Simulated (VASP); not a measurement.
# ZrO2 (Fm-3m) in VASP: further runs

The runs below take ZrO2 through single point, with PBEsol.

Everything below comes from runs of VASP 6.6.1. Logs are shortened: lines on timing, memory, paths and dates and some standing lists are left out, and cuts for length are marked.

## 1. The cell of the first run

The structure is cubic, space group Fm-3m (No. 225). Conventional cell: a = 5.064 Å, b = 5.064 Å, c = 5.064 Å, α = 90.00°, β = 90.00°, γ = 90.00°. Within 2.9 Å of Zr (site symmetry m-3m) lie 8 O at 2.19 Å. O (site symmetry -43m) has 4 Zr at 2.19 Å and 6 O at 2.53 Å within 2.9 Å.

## 2. Single point, PBEsol

The input, INCAR:

```
SYSTEM = ZrO2
PREC     = Accurate       ! precision mode
ENCUT    = 600            ! plane-wave cutoff, eV
EDIFF    = 1E-6           ! SCF threshold, eV
ISMEAR   = 0              ! smearing method
SIGMA    = 0.02           ! smearing width, eV
LREAL    = .FALSE.        ! projectors in reciprocal space
LASPH    = .TRUE.         ! aspherical terms in the spheres
NELM     = 120            ! most SCF steps
ALGO     = Normal         ! electronic algorithm
ISIF     = 2              ! what is computed and relaxed
LWAVE    = .FALSE.        ! write WAVECAR
LCHARG   = .FALSE.        ! write CHGCAR
GGA      = PS             ! functional
NBANDS   = 19             ! bands
GGA_COMPAT= .FALSE.
```

The input, KPOINTS:

```
regular mesh
0
G
  8 8 8
  0 0 0
```

The input, POSCAR:

```
ZrO2
1.0
    0.0000000000      2.5320459652      2.5320459652
    2.5320459652      0.0000000000      2.5320459652
    2.5320459652      2.5320459652      0.0000000000
Zr O
1 2
Direct
    0.0000000000      0.0000000000      0.0000000000
    0.2500000000      0.2500000000      0.2500000000
    0.7500000000      0.7500000000      0.7500000000
```

Potentials or basis: VASP PAW PBE potentials, release 64 (Zr_sv, O).

Run with:

```bash
cat potpaw_PBE.64/Zr_sv/POTCAR potpaw_PBE.64/O/POTCAR > POTCAR
mpirun -np 1 vasp_std > vasp.out
```

OUTCAR:

```text
SYSTEM = ZrO2
   PREC = Accurate
   ENCUT = 600
   EDIFF = 1E-6
   ISMEAR = 0
   LREAL = .FALSE.
   LASPH = .TRUE.
   NELM = 120
   ISIF = 2
   GGA = PS

 ion  position               nearest neighbor table
   1  0.000  0.000  0.000-   3 2.19   3 2.19   3 2.19   2 2.19   3 2.19   2 2.19   2 2.19   2 2.19

   2  0.250  0.250  0.250-   1 2.19   1 2.19   1 2.19   1 2.19
   3  0.750  0.750  0.750-   1 2.19   1 2.19   1 2.19   1 2.19

  LATTYP: Found a face centered cubic cell.
 ALAT       =     5.0640919304

  Lattice vectors:

 A1 = (   0.0000000000,   2.5320459652,   2.5320459652)
 A2 = (   2.5320459652,   0.0000000000,   2.5320459652)
 A3 = (   2.5320459652,   2.5320459652,   0.0000000000)

Analysis of symmetry for initial positions (statically):
=====================================================================
 Subroutine PRICEL returns:
 Original cell was already a primitive cell.

 Routine SETGRP: Setting up the symmetry group for a
 face centered cubic supercell.

 Subroutine GETGRP returns: Found 48 space group operations
 (whereof 48 operations were pure point group operations)
 out of a pool of 48 trial point group operations.

The static configuration has the point symmetry O_h .

Analysis of symmetry for dynamics (positions and initial velocities):
=====================================================================
 Subroutine PRICEL returns:
 Original cell was already a primitive cell.

 Routine SETGRP: Setting up the symmetry group for a
 face centered cubic supercell.

 Subroutine GETGRP returns: Found 48 space group operations
 (whereof 48 operations were pure point group operations)
 out of a pool of 48 trial point group operations.

The dynamic configuration has the point symmetry O_h .

 Subroutine INISYM returns: Found 48 space group operations
 (whereof 48 operations are pure point group operations),
 and found     1 'primitive' translations

----------------------------------------------------------------------------------------

                                     Primitive cell

  volume of cell :      32.4672

  direct lattice vectors                    reciprocal lattice vectors
     0.000000000  2.532045965  2.532045965    -0.197468769  0.197468769  0.197468769
     2.532045965  0.000000000  2.532045965     0.197468769 -0.197468769  0.197468769
     2.532045965  2.532045965  0.000000000     0.197468769  0.197468769 -0.197468769

  length of vectors
     3.580853745  3.580853745  3.580853745     0.342025941  0.342025941  0.342025941

  position of ions in fractional coordinates (direct lattice)
     0.000000000  0.000000000  0.000000000
     0.250000000  0.250000000  0.250000000
     0.750000000  0.750000000  0.750000000

  ion indices of the primitive-cell ions
   primitive index   ion index
                 1           1
                 2           2
                 3           3

----------------------------------------------------------------------------------------

 KPOINTS: regular mesh

Automatic generation of k-mesh.
 Grid dimensions read from file:
 generate k-points for:    8    8    8

 Generating k-lattice:

  Cartesian coordinates                     Fractional coordinates (reciprocal lattice)
    -0.024683596  0.024683596  0.024683596     0.125000000  0.000000000  0.000000000
     0.024683596 -0.024683596  0.024683596     0.000000000  0.125000000  0.000000000
     0.024683596  0.024683596 -0.024683596     0.000000000  0.000000000  0.125000000

  Length of vectors
     0.042753243  0.042753243  0.042753243

  Shift w.r.t. Gamma in fractional coordinates (k-lattice)
     0.000000000  0.000000000  0.000000000

 Subroutine IBZKPT returns following result:
 ===========================================

 Found     29 irreducible k-points:

 Following reciprocal coordinates:
            Coordinates               Weight
  0.000000  0.000000  0.000000      1.000000
  0.125000  0.000000  0.000000      8.000000
  0.250000  0.000000  0.000000      8.000000
  0.375000  0.000000  0.000000      8.000000
  0.500000  0.000000  0.000000      4.000000
  0.125000  0.125000  0.000000      6.000000
[... 16 lines left out ...]
  0.500000  0.250000  0.125000     48.000000
 -0.375000  0.250000  0.125000     24.000000
 [... further k-points ...]
   k-points           NKPTS =     29   k-points in BZ     NKDIM =     29   number of bands    NBANDS=     19
   number of dos      NEDOS =    301   number of ions     NIONS =      3
   total plane-waves  NPLWV =  27000
   dimension x,y,z NGX =    30 NGY =   30 NGZ =   30
   dimension x,y,z NGXF=    60 NGYF=   60 NGZF=   60
   ions per type =               1   2
   NGX,Y,Z   is equivalent  to a cutoff of  13.93, 13.93, 13.93 a.u.
   NGXF,Y,Z  is equivalent  to a cutoff of  27.86, 27.86, 27.86 a.u.
 SYSTEM =  ZrO2
   PREC   = accura    normal or accurate (medium, high low for compatibility)
   ISTART =      0    job   : 0-new  1-cont  2-samecut
   ICHARG =      2    charge: 1-file 2-atom 10-const
   ISPIN  =      1    spin polarized calculation?
   LNONCOLLINEAR =      F non collinear calculations
   LSORBIT =      F    spin-orbit coupling
   LASPH  =      T    aspherical Exc in radial PAW
   ENCUT  =  600.0 eV  44.10 Ry    6.64 a.u.   7.15  7.15  7.15*2*pi/ulx,y,z
   NELM   =    120;   NELMIN=  2; NELMDL= -5     # of ELM steps
   EDIFF  = 0.1E-05   stopping-criterion for ELM
   LREAL  =      F    real-space projection
   EDIFFG = 0.1E-04   stopping-criterion for IOM
   NSW    =      0    number of steps for IOM
   IBRION =     -1    ionic relax: 0-MD 1-quasi-New 2-CG
   NFREE  =      0    steps in history (QN), initial steepest desc. (CG)
   ISIF   =      2    stress and relaxation
   ISYM   =      2    0-nonsym 1-usesym 2-fastsym
   POTIM  = 0.5000    time-step for ionic-motion
   TEBEG  =    0.0;   TEEND  =   0.0 temperature during run
   PSTRESS=    0.0 pullay stress
   NELECT =      24.0000    total number of electrons
   NUPDOWN=      -1.0000    fix difference up-down
   EMIN   =  10.00;   EMAX   =-10.00  energy-range for DOS
   EFERMI =   0.00;   METHOD = LEGACY
   ISMEAR =     0;   SIGMA  =   0.02  broadening in eV -4-tet -1-fermi 0-gaus
   EFERMI_NEDOS =   21; number of points for ismear=-14 and -15
   IALGO  =     38    algorithm
   IMIX   =      4    mixing-type and parameters
     AMIX     =   0.40;   BMIX     =  1.00
     AMIX_MAG =   1.60;   BMIX_MAG =  1.00
  volume/ion in A,a.u.               =      10.82        73.03
  Fermi-wavevector in a.u.,A,eV,Ry     =   1.480234  2.797236 29.811619  2.191092
  Thomas-Fermi vector in A             =   2.594293
   LORBIT       =      0    0 simple, 1 ext, 2 COOP (PROOUT), +10 PAW based schemes
   GGA     = PS    functional components
   LHFCALC =     F    Hartree Fock is set to
   AEXX    =    0.0000 exact exchange contribution
   IVDW    =     0    specifies the selected vdW correction
   LEPSILON=     F    determine dielectric tensor
   LRPA    =     F    only Hartree local field effects (RPA)
 non-spin polarized calculation
 Gauss-broadening in eV      SIGMA  =   0.02
  energy-cutoff  :      600.00
  volume of cell :       32.47
 maximum number of plane-waves:      1106
 NGX is ok and might be reduce to    30
   NGX = 15   NGY = 15   NGZ = 15

 number of electron      23.9999997 magnetization

 Free energy of the ion-electron system (eV)
  ---------------------------------------------------
  ext. energy  EPLUGINS =         0.00000000
  ---------------------------------------------------
  free energy    TOTEN  =       -29.92923318 eV

  energy without entropy =      -29.92923318  energy(sigma->0) =      -29.92923318

 E-fermi :   7.3413     XC(G=0): -12.1393

 val. band max:        7.2610991474   @ k =   0.5000   0.5000   0.0000
 cond. band min:      10.5844033775   @ k =   0.0000   0.0000   0.0000
 fundamental gap:      3.3233042300
 Fermi energy:         7.3413436559

 k-point     1 :       0.0000    0.0000    0.0000
  band No.  band energies     occupation
      1     -40.6167      2.00000
      2     -18.4804      2.00000
      3     -18.4804      2.00000
      4     -18.4804      2.00000
      5     -10.9518      2.00000
      6      -8.2838      2.00000
[... 11 lines left out ...]
     18      16.8496      0.00000
     19      21.5476      0.00000

 k-point     2 :       0.1250    0.0000    0.0000
  band No.  band energies     occupation
      1     -40.6091      2.00000
      2     -18.6039      2.00000
      3     -18.4918      2.00000
      4     -18.4918      2.00000
      5     -10.7203      2.00000
      6      -8.4497      2.00000
[... 11 lines left out ...]
     18      16.6087      0.00000
     19      21.2442      0.00000

 k-point     3 :       0.2500    0.0000    0.0000
  band No.  band energies     occupation
      1     -40.5907      2.00000
      2     -18.8803      2.00000
      3     -18.5190      2.00000
      4     -18.5190      2.00000
      5     -10.2288      2.00000
      6      -8.7386      2.00000
[... 11 lines left out ...]
     18      16.3928      0.00000
     19      20.5941      0.00000

 k-point     4 :       0.3750    0.0000    0.0000
  band No.  band energies     occupation
      1     -40.5722      2.00000
      2     -19.1317      2.00000
      3     -18.5460      2.00000
      4     -18.5460      2.00000
      5      -9.9669      2.00000
      6      -8.7392      2.00000
[... 11 lines left out ...]
     18      16.5698      0.00000
     19      20.7522      0.00000

 k-point     5 :       0.5000    0.0000    0.0000
  band No.  band energies     occupation
      1     -40.5646      2.00000
      2     -19.2300      2.00000
      3     -18.5570      2.00000
      4     -18.5570      2.00000
      5      -9.9631      2.00000
      6      -8.6173      2.00000
[... 11 lines left out ...]
     18      16.1150      0.00000
     19      21.3424      0.00000
[... 334 lines left out ...]
      2     -19.2886      2.00000
      3     -18.6718      2.00000
      4     -18.6718      2.00000
      5      -9.5636      2.00000
      6      -8.6953      2.00000
[... 11 lines left out ...]
     18      20.7295      0.00000
     19      20.8812      0.00000

 k-point    22 :       0.3750    0.2500    0.1250
  band No.  band energies     occupation
      1     -40.5770      2.00000
      2     -18.9659      2.00000
      3     -18.6408      2.00000
      4     -18.5548      2.00000
      5      -9.7691      2.00000
      6      -9.0068      2.00000
[... 11 lines left out ...]
     18      17.0263      0.00000
     19      21.4303      0.00000

 k-point    23 :       0.5000    0.2500    0.1250
  band No.  band energies     occupation
      1     -40.5621      2.00000
      2     -19.0844      2.00000
      3     -18.7415      2.00000
      4     -18.5857      2.00000
      5      -9.5140      2.00000
      6      -9.0090      2.00000
[... 11 lines left out ...]
     18      17.7723      0.00000
     19      21.6323      0.00000

 k-point    24 :      -0.3750    0.2500    0.1250
  band No.  band energies     occupation
      1     -40.5559      2.00000
      2     -19.1287      2.00000
      3     -18.7837      2.00000
      4     -18.6009      2.00000
      5      -9.5355      2.00000
      6      -8.8687      2.00000
[... 11 lines left out ...]
     18      17.8283      0.00000
     19      21.9147      0.00000

 [... further k-points ...]
[... 5 lines left out ...]
  --------------------------------------------------------------------------------------
  -------------------------------------------------------------------------------------
  Total        0.0484511      0.0484511      0.0484511      0.0000000      0.0000000     -0.0000000
  in kB        2.3909424      2.3909424      2.3909424      0.0000000      0.0000000     -0.0000000
  external PRESSURE =       2.3909424 kB  Pullay stress =       0.0000000 kB

 VOLUME and BASIS-vectors are now :
 -----------------------------------------------------------------------------
  energy-cutoff  :      600.00
  volume of cell :       32.47
      direct lattice vectors                 reciprocal lattice vectors
     0.000000000  2.532045965  2.532045965    -0.197468769  0.197468769  0.197468769
     2.532045965  0.000000000  2.532045965     0.197468769 -0.197468769  0.197468769
     2.532045965  2.532045965  0.000000000     0.197468769  0.197468769 -0.197468769

 POSITION                                       TOTAL-FORCE (eV/Angst)
 -----------------------------------------------------------------------------------
      0.00000      0.00000      0.00000        -0.000000     -0.000000     -0.000000
      1.26602      1.26602      1.26602         0.000000      0.000000      0.000000
      3.79807      3.79807      3.79807        -0.000000     -0.000000     -0.000000
 -----------------------------------------------------------------------------------
    total drift:                                0.000000     -0.000000      0.000000

  FREE ENERGIE OF THE ION-ELECTRON SYSTEM (eV)
  ---------------------------------------------------
  free  energy   TOTEN  =       -29.9292331830 eV

  energy  without entropy=      -29.9292331830  energy(sigma->0) =      -29.92923318
```

It took 47 s on 1 thread of AMD EPYC 7R43 (Zen 3), shared host; peak memory 0.14 GiB.

Results:

| Quantity | Value |
| --- | --- |
| Free energy | -29.9292 eV |
| Pressure | 0.2 GPa |
| Band gap on the k mesh | 3.32 eV (least direct gap 3.76 eV) |

Caveat: the PAW data sets were made with another functional, which shifts forces and pressure a little. As with any semilocal functional, this PBEsol gap is likely too small.

## 3. Single point, PBEsol

The input, INCAR:

```
PREC = Accurate
ENCUT = 600
EDIFF = 1E-6
ISMEAR = 0
SIGMA = 0.05
LREAL = F
LASPH = T
NELM = 120
ALGO = Normal
ISIF = 2
LWAVE = F
LCHARG = F
GGA = PS
NBANDS = 19
GGA_COMPAT = F
```

The input, KPOINTS:

```
Automatic mesh
0
Gamma
  8 8 8
```

POSCAR is that of step 2.

Potentials or basis: VASP PAW PBE potentials, release 64 (Zr_sv, O).

Run with:

```bash
cat potpaw_PBE.64/Zr_sv/POTCAR potpaw_PBE.64/O/POTCAR > POTCAR
mpirun -np 1 vasp_std > vasp.out
```

Run time: 41 s. Hardware: 1 thread of AMD EPYC 7R43 (Zen 3), shared host; peak memory 0.14 GiB.

The run converged. Its results:

```
Free energy            : -29.9292 eV
Pressure               : 0.2 GPa
Band gap on the k mesh : 3.32 eV (least direct gap 3.76 eV)
```

Levels at points of the mesh, in eV from the valence-band top:
| k point | band 9 | band 10 | band 11 | band 12 | band 13 | band 14 | band 15 | band 16 |
| --- | --- | --- | --- | --- | --- | --- | --- | --- |
| (0.00, 0.00, 0.00) | -5.38 | -0.55 | -0.55 | -0.55 | 3.32 | 3.32 | 6.49 | 9.59 |
| (0.50, 0.00, 0.00) | -2.60 | -2.52 | -1.67 | -1.67 | 4.00 | 4.00 | 6.23 | 8.64 |
| (0.50, 0.50, 0.00) | -3.21 | -1.55 | -1.55 | 0.00 | 3.76 | 4.78 | 5.97 | 7.42 |

Caveat: the PAW data sets were made with another functional, which shifts forces and pressure a little. A k mesh can miss the band edges.
